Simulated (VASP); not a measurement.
A run of VASP 6.6.1:

The input POSCAR:

```
HfB2
1.0
    3.1361236080      0.0000000000      0.0000000000
   -1.5680618040      2.7159627139      0.0000000000
    0.0000000000      0.0000000000      3.4805923438
Hf B
1 2
Direct
    0.0000000000      0.0000000000      0.0000000000
    0.3333333333      0.6666666667      0.5000000000
    0.6666666667      0.3333333333      0.5000000000
```

File INCAR.step1:

```
PREC = Accurate
ENCUT = 520
ISMEAR = -1
SIGMA = 0.1
LREAL = False
LASPH = True
NELM = 60
NBANDS = 15
GGA = PE
ALGO = Normal
EDIFF = 1E-4
LWAVE = True
LCHARG = False
```

The input INCAR.step2:

```
PREC = Accurate
ENCUT = 520
EDIFF = 1E-6
ISMEAR = -1
SIGMA = 0.1
LREAL = False
LASPH = True
NELM = 60
ALGO = Normal
ISIF = 2
LWAVE = False
LCHARG = True
METAGGA = R2SCAN
LMIXTAU = True
LELF = True
LVHAR = True
NBANDS = 15
ISTART = 1
```

File KPOINTS:

```
Automatic mesh
0
Gamma
  12 12 10
```

Potentials or basis: VASP PAW PBE potentials, release 64 (Hf_pv, B).

Run with:

```bash
$ cat potpaw_PBE.64/Hf_pv/POTCAR potpaw_PBE.64/B/POTCAR > POTCAR
$ cp INCAR.step1 INCAR
$ mpirun -np 1 vasp_std > vasp.out
$ cp INCAR.step2 INCAR
$ mpirun -np 1 vasp_std > vasp.out
```

Hardware: 1 thread of AMD EPYC 7R43 64-Core Processor (Zen 3), on a shared host.

Estimate the wall time of this run.

It took 3.5 min on 1 thread of AMD EPYC 7R43 64-Core Processor (Zen 3), on a shared host, peak memory 0.15 GiB. Counts: k points 114.
